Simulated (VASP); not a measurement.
# C (P1) in VASP: further runs

Runs on C. Level: r2SCAN. Tasks: single point.

Everything below comes from runs of VASP 6.6.1. Logs are shortened: lines on timing, memory, paths and dates and some standing lists are left out, and cuts for length are marked.

### 1 The cell of the first run

The typed cell holds 8 atoms: a = 3.517 Å, b = 3.578 Å, c = 3.572 Å, α = 90.80°, β = 89.42°, γ = 89.74°.

### 2 Single point, r2SCAN (atoms moved at random and the cell strained at random)

POSCAR reads:

```
C
1.0
    3.5172501629     -0.0081296277     -0.0179812877
    0.0081296277     -3.5774582143      0.0251135026
    0.0179812877      0.0251135026     -3.5716218596
C
8
Direct
    0.4819725326     -0.0308103662     -0.0421291933
    0.0880740178      0.5519876605     -0.0016275129
   -0.0356173526     -0.0122504024      0.4891053243
    0.4602407018      0.5090460478      0.4785649172
    0.7122419683      0.7200536476      0.8112202345
    0.2599572078      0.2488843706      0.7699961708
    0.2775049447      0.7829042357      0.2327651166
    0.7556259795      0.2301848064      0.2621049428
```

INCAR.step1 reads:

```
PREC = Accurate ; ENCUT = 660
ISMEAR = 0 ; SIGMA = 0.05
LREAL = False ; LASPH = True
NELM = 120 ; NBANDS = 26
GGA = PE ; ALGO = Normal
EDIFF = 1E-5 ; LWAVE = True
LCHARG = False ; GGA_COMPAT = False
```

INCAR.step2 reads:

```
PREC = Accurate ; ENCUT = 660
EDIFF = 1E-6 ; ISMEAR = 0
SIGMA = 0.05 ; LREAL = False
LASPH = True ; NELM = 120
ALGO = Normal ; ISIF = 2
LWAVE = False ; LCHARG = False
METAGGA = R2SCAN ; LMIXTAU = True
NBANDS = 26 ; ISTART = 1
GGA_COMPAT = False
```

KPOINTS reads:

```
regular mesh
0
Gamma
  6 6 6
```

Potentials or basis: VASP PAW PBE potentials, release 64 (C).

Started as:

```
$ cat potpaw_PBE.64/C/POTCAR > POTCAR
$ cp INCAR.step1 INCAR
$ mpirun -np 1 vasp_std > vasp.out
$ cp INCAR.step2 INCAR
$ mpirun -np 1 vasp_std > vasp.out
```

OUTCAR:

```text
PREC = Accurate
   ENCUT = 660
   EDIFF = 1E-6
   ISMEAR = 0
   LREAL = False
   LASPH = True
   NELM = 120
   ISIF = 2
   METAGGA = R2SCAN
   ISTART = 1

 ion  position               nearest neighbor table
   1  0.482  0.969  0.958-   5 1.30   7 1.39   6 1.44   8 1.73   2 2.05
   2  0.088  0.552  0.998-   7 1.35   6 1.47   5 1.61   8 1.90   1 2.05
   3  0.964  0.988  0.489-   8 1.41   7 1.59   6 1.72   5 1.75
   4  0.460  0.509  0.479-   7 1.47   6 1.57   8 1.62   5 1.66
   5  0.712  0.720  0.811-   1 1.30   2 1.61   4 1.66   3 1.75
   6  0.260  0.249  0.770-   1 1.44   2 1.47   4 1.57   3 1.72
   7  0.278  0.783  0.233-   2 1.35   1 1.39   4 1.47   3 1.59
   8  0.756  0.230  0.262-   3 1.41   4 1.62   1 1.73   2 1.90

  LATTYP: Found a triclinic cell.
 ALAT       =     3.5775555976
 B/A-ratio  =     1.4229520470
 C/A-ratio  =     2.9831475978
 COS(alpha) =     0.0002373937
 COS(beta)  =     0.6625346685
 COS(gamma) =     0.7126144711

  Lattice vectors:

 A1 = (  -0.0081296277,   3.5774582143,  -0.0251135026)
 A2 = (   0.0098516600,   3.6025717169,  -3.5967353622)
 A3 = (  -3.5694719937,   7.1128190511,   7.1109980017)

Analysis of symmetry for initial positions (statically):
=====================================================================
 Subroutine PRICEL returns:
 Original cell was already a primitive cell.

 Routine SETGRP: Setting up the symmetry group for a
 triclinic supercell.

 Subroutine GETGRP returns: Found  1 space group operations
 (whereof  1 operations were pure point group operations)
 out of a pool of  2 trial point group operations.

The static configuration has the point symmetry C_1 .

Analysis of symmetry for dynamics (positions and initial velocities):
=====================================================================
 Subroutine PRICEL returns:
 Original cell was already a primitive cell.

 Routine SETGRP: Setting up the symmetry group for a
 triclinic supercell.

 Subroutine GETGRP returns: Found  1 space group operations
 (whereof  1 operations were pure point group operations)
 out of a pool of  2 trial point group operations.

The dynamic configuration has the point symmetry C_1 .

 Subroutine INISYM returns: Found  1 space group operations
[... 110 lines left out ...]
   LREAL  =      F    real-space projection
   EDIFFG = 0.1E-04   stopping-criterion for IOM
   NSW    =      0    number of steps for IOM
   IBRION =     -1    ionic relax: 0-MD 1-quasi-New 2-CG
   NFREE  =      0    steps in history (QN), initial steepest desc. (CG)
   ISIF   =      2    stress and relaxation
   ISYM   =      2    0-nonsym 1-usesym 2-fastsym
   POTIM  = 0.5000    time-step for ionic-motion
   TEBEG  =    0.0;   TEEND  =   0.0 temperature during run
   PSTRESS=    0.0 pullay stress
   NELECT =      32.0000    total number of electrons
   NUPDOWN=      -1.0000    fix difference up-down
   EMIN   =  10.00;   EMAX   =-10.00  energy-range for DOS
   EFERMI =   0.00;   METHOD = LEGACY
   ISMEAR =     0;   SIGMA  =   0.05  broadening in eV -4-tet -1-fermi 0-gaus
   EFERMI_NEDOS =   21; number of points for ismear=-14 and -15
   IALGO  =     38    algorithm
   IMIX   =      4    mixing-type and parameters
     AMIX     =   0.40;   BMIX     =  1.00
     AMIX_MAG =   1.60;   BMIX_MAG =  1.00
  volume/ion in A,a.u.               =       5.62        37.91
  Fermi-wavevector in a.u.,A,eV,Ry     =   1.461915  2.762618 29.078299  2.137195
  Thomas-Fermi vector in A             =   2.578190
   LORBIT       =      0    0 simple, 1 ext, 2 COOP (PROOUT), +10 PAW based schemes
   METAGGA = R2SCAN    functional components
   LHFCALC =     F    Hartree Fock is set to
   AEXX    =    0.0000 exact exchange contribution
   IVDW    =     0    specifies the selected vdW correction
   LEPSILON=     F    determine dielectric tensor
   LRPA    =     F    only Hartree local field effects (RPA)
 non-spin polarized calculation
 Gauss-broadening in eV      SIGMA  =   0.05
  energy-cutoff  :      660.00
  volume of cell :       44.94
 maximum number of plane-waves:      1753
 NGX is ok and might be reduce to    30
   NGX = 15   NGY = 15   NGZ = 15

 number of electron      31.9999999 magnetization

 Free energy of the ion-electron system (eV)
  ---------------------------------------------------
  ext. energy  EPLUGINS =         0.00000000
  ---------------------------------------------------
  free energy    TOTEN  =       -70.66848163 eV

  energy without entropy =      -70.66829195  energy(sigma->0) =      -70.66838679

 E-fermi :  11.1887     XC(G=0): -14.3234

 val. band max:       11.1583556547   @ k =   0.0000   0.0000   0.0000
 cond. band min:      11.2181217529   @ k =   0.0000   0.0000   0.0000
 fundamental gap:      0.0597660983
 Fermi energy:        11.1886858973

 k-point     1 :       0.0000    0.0000    0.0000
  band No.  band energies     occupation
      1     -13.6077      2.00000
      2      -5.7418      2.00000
      3      -5.3177      2.00000
      4      -4.6437      2.00000
      5      -3.7899      2.00000
      6      -3.1615      2.00000
[... 685 lines left out ...]
     25      21.7703      0.00000
     26      22.1958      0.00000

 [... further k-points ...]

------------------------ aborting loop because EDIFF is reached ----------------------------------------

  FORCE on cell =-STRESS in cart. coord.  units (eV):
  Direction    XX          YY          ZZ          XY          YZ          ZX
  --------------------------------------------------------------------------------------
  -------------------------------------------------------------------------------------
  Total       11.7421283      9.5620798      8.2328163     -0.4713720      3.4722063      3.9001178
  in kB      418.6480484    340.9216742    293.5287690    -16.8060651    123.7963294    139.0528749
  external PRESSURE =     351.0328305 kB  Pullay stress =       0.0000000 kB

 VOLUME and BASIS-vectors are now :
 -----------------------------------------------------------------------------
  energy-cutoff  :      660.00
  volume of cell :       44.94
      direct lattice vectors                 reciprocal lattice vectors
     3.517250163 -0.008129628 -0.017981288     0.284321874  0.000656191  0.001436029
     0.008129628 -3.577458214  0.025113503    -0.000656191 -0.279543385 -0.001968885
     0.017981288  0.025113503 -3.571621860    -0.001436029 -0.001968885 -0.280005921

 POSITION                                       TOTAL-FORCE (eV/Angst)
 -----------------------------------------------------------------------------------
      1.72032     -3.44710     -3.40548         2.601156     -9.698169     -6.848426
      0.33222     -1.95036     -3.55353       -12.351753      8.400855      1.028198
      3.40880     -3.52919     -1.73943         2.748964     -1.341920     -3.087588
      1.63153     -1.81281     -1.70474         7.224637      4.283954     -3.500295
      2.52557     -2.56138     -2.89210         9.087925      2.401345     11.498832
      0.93020     -0.87315     -2.74856        -3.129306     -1.667347      6.062584
      0.98660     -2.79722     -0.81668        -4.415595      1.198130     -6.632139
      2.66431     -0.82304     -0.94395        -1.766027     -3.576848      1.478834
 -----------------------------------------------------------------------------------
    total drift:                               -0.000120     -0.000203      0.000180

  FREE ENERGIE OF THE ION-ELECTRON SYSTEM (eV)
  ---------------------------------------------------
  free  energy   TOTEN  =       -70.6684816278 eV

  energy  without entropy=      -70.6682919537  energy(sigma->0) =      -70.66838679
```

It took 7.3 min on 1 thread of Oxide Virtual Turin-like, shared host; peak memory 0.21 GiB.

The run converged, but its numbers aren't listed here, since they failed a check.

Caveat: the cell differs from its parent crystal (atoms moved at random and the cell strained at random); the stress differs along the axes, from 29 to 42 GPa; the PAW data sets were made with another functional, which shifts forces and pressure a little.

### 3 Single point, r2SCAN (atoms moved at random and the cell strained at random)

POSCAR reads:

```
C
1.0
    3.5305020851      0.0161746257     -0.1536506545
   -0.0161746257     -3.7023594091     -0.0383392703
    0.1536506545     -0.0383392703     -3.6991239389
C
8
Direct
    0.4431730600      0.0070252780     -0.0602410584
    0.0991529428      0.4667968867     -0.0460034941
    0.0670985150     -0.0077851598      0.4866519318
    0.5060811598      0.5449845699      0.4581922499
    0.7683423341      0.6635997511      0.8692483647
    0.1773838955      0.2253906247      0.8338592245
    0.2553224718      0.8147649913      0.1598889817
    0.6834456208      0.2852230581      0.2984037999
```

INCAR.step1 reads:

```
  PREC = Accurate
  ENCUT = 660
  ISMEAR = 0
  SIGMA = 0.05
  LREAL = False
  LASPH = True
  NELM = 120
  NBANDS = 26
  GGA = PE
  ALGO = Normal
  EDIFF = 1E-5
  LWAVE = True
  LCHARG = False
  GGA_COMPAT = False
```

INCAR.step2 reads:

```
  PREC = Accurate
  ENCUT = 660
  EDIFF = 1E-6
  ISMEAR = 0
  SIGMA = 0.05
  LREAL = False
  LASPH = True
  NELM = 120
  ALGO = Normal
  ISIF = 2
  LWAVE = False
  LCHARG = False
  METAGGA = R2SCAN
  LMIXTAU = True
  NBANDS = 26
  ISTART = 1
  GGA_COMPAT = False
```

KPOINTS reads:

```
Automatic mesh
0
Gamma
  6 6 6
```

Potentials or basis: VASP PAW PBE potentials, release 64 (C).

Started as:

```
$ cat potpaw_PBE.64/C/POTCAR > POTCAR
$ cp INCAR.step1 INCAR
$ mpirun -np 1 vasp_std > vasp.out
$ cp INCAR.step2 INCAR
$ mpirun -np 1 vasp_std > vasp.out
```

OUTCAR:

```text
PREC = Accurate
   ENCUT = 660
   EDIFF = 1E-6
   ISMEAR = 0
   LREAL = False
   LASPH = True
   NELM = 120
   ISIF = 2
   METAGGA = R2SCAN
   ISTART = 1

 ion  position               nearest neighbor table
   1  0.443  0.007  0.940-   7 1.22   6 1.32   5 1.73   8 1.94
   2  0.099  0.467  0.954-   6 1.04   5 1.44   7 1.63   8 1.97
   3  0.067  0.992  0.487-   7 1.50   6 1.64   8 1.91   5 2.06
   4  0.506  0.545  0.458-   8 1.28   7 1.77   5 1.90
   5  0.768  0.664  0.869-   2 1.44   1 1.73   4 1.90   3 2.06
   6  0.177  0.225  0.834-   2 1.04   1 1.32   3 1.64   7 1.96
   7  0.255  0.815  0.160-   1 1.22   3 1.50   2 1.63   4 1.77   6 1.96
   8  0.683  0.285  0.298-   4 1.28   3 1.91   1 1.94   2 1.97

  LATTYP: Found a triclinic cell.
 ALAT       =     4.8965782093
 B/A-ratio  =     0.7217041935
 C/A-ratio  =     0.7561593185
 COS(alpha) =     0.0084907921
 COS(beta)  =     0.0216425479
 COS(gamma) =     0.6575443767

  Lattice vectors:

 A1 = (   3.3768514306,   0.0545138960,   3.5454732844)
[... 193 lines left out ...]
 cond. band min:       9.7303044270   @ k =  -0.1667   0.3333   0.1667
 fundamental gap:      0.0269935876
 Fermi energy:         9.7132031363

 k-point     1 :       0.0000    0.0000    0.0000
  band No.  band energies     occupation
      1     -14.4863      2.00000
      2      -8.4501      2.00000
      3      -7.4829      2.00000
      4      -5.6768      2.00000
      5      -4.2144      2.00000
      6      -3.5711      2.00000
[... 685 lines left out ...]
     25      19.2005      0.00000
     26      21.1987      0.00000

 [... further k-points ...]

------------------------ aborting loop because EDIFF is reached ----------------------------------------

  FORCE on cell =-STRESS in cart. coord.  units (eV):
  Direction    XX          YY          ZZ          XY          YZ          ZX
  --------------------------------------------------------------------------------------
  -------------------------------------------------------------------------------------
  Total       25.6465610     41.6441022     17.2440711      2.0829456      1.6138704     21.8189310
  in kB      851.4687443   1382.5889299    572.5051233     69.1540301     53.5806820    724.3909915
  external PRESSURE =     935.5209325 kB  Pullay stress =       0.0000000 kB

 VOLUME and BASIS-vectors are now :
 -----------------------------------------------------------------------------
  energy-cutoff  :      660.00
  volume of cell :       48.26
      direct lattice vectors                 reciprocal lattice vectors
     3.530502085  0.016174626 -0.153650655     0.283765657 -0.001361899  0.011800900
    -0.016174626 -3.702359409 -0.038339270     0.001361899 -0.270133563  0.002856347
     0.153650655 -0.038339270 -3.699123939    -0.011800900  0.002856347 -0.270854057

 POSITION                                       TOTAL-FORCE (eV/Angst)
 -----------------------------------------------------------------------------------
      1.70890     -0.05487     -3.54465        14.868134     -2.607702     -0.250500
      0.48909     -1.76322     -3.56208       -14.817354    -37.056091    -17.328949
      0.29562     -3.69111     -1.84854        -7.934273     -1.414930     -0.490423
      1.84831     -2.02711     -1.79356         1.824398     -3.030801     -1.829333
      2.83546     -2.47778     -3.35896        -2.110570     -4.574690      9.713395
      0.75073     -0.86358     -3.12045        10.708503     32.881658     24.008451
      0.91281     -3.01855     -0.66192        -5.373686     10.628552    -15.102854
      2.45414     -1.05638     -1.21978         2.834848      5.174003      1.280213
 -----------------------------------------------------------------------------------
    total drift:                                0.000153      0.000025      0.000212

  FREE ENERGIE OF THE ION-ELECTRON SYSTEM (eV)
  ---------------------------------------------------
  free  energy   TOTEN  =       -53.4999388623 eV

  energy  without entropy=      -53.4985002434  energy(sigma->0) =      -53.49921955
```

OUTCAR.step1:

```text
PREC = Accurate
   ENCUT = 660
   ISMEAR = 0
   LREAL = False
   LASPH = True
[... 945 lines left out ...]
      2.83546     -2.47778     -3.35896        -2.192310     -4.489338      9.170469
      0.75073     -0.86358     -3.12045        10.399445     32.924981     23.831614
      0.91281     -3.01855     -0.66192        -5.494725     10.626000    -14.827078
      2.45414     -1.05638     -1.21978         2.909488      5.315216      1.424454
 -----------------------------------------------------------------------------------
    total drift:                                0.000071     -0.000307     -0.000070

  FREE ENERGIE OF THE ION-ELECTRON SYSTEM (eV)
  ---------------------------------------------------
  free  energy   TOTEN  =       -48.3795850803 eV

  energy  without entropy=      -48.3780969763  energy(sigma->0) =      -48.37884103
```

It took 5.8 min on 1 thread of Oxide Virtual Turin-like, shared host; peak memory 0.23 GiB.

Results:

* Free energy: -53.4999 eV
* Pressure: 93.6 GPa
* Largest force: 43.509 eV/Å
* Band gap on the k mesh: zero (bands 16 and 17 overlap by 1.03 eV)

Forces on the atoms (eV/Å):
```
C    14.868  -2.608  -0.251
C   -14.817 -37.056 -17.329
C    -7.934  -1.415  -0.490
C     1.824  -3.031  -1.829
C    -2.111  -4.575   9.713
C    10.709  32.882  24.008
C    -5.374  10.629 -15.103
C     2.835   5.174   1.280
```

Caveat: the cell differs from its parent crystal (atoms moved at random and the cell strained at random); atoms lie so close that the PAW spheres overlap strongly, which falsifies energies and pressures; the stress differs along the axes, from 57 to 138 GPa; the PAW data sets were made with another functional, which shifts forces and pressure a little.

(Continued in part 2 of 2.)

The gap in the log of VASP goes by the Fermi energy; the results here count the filled bands.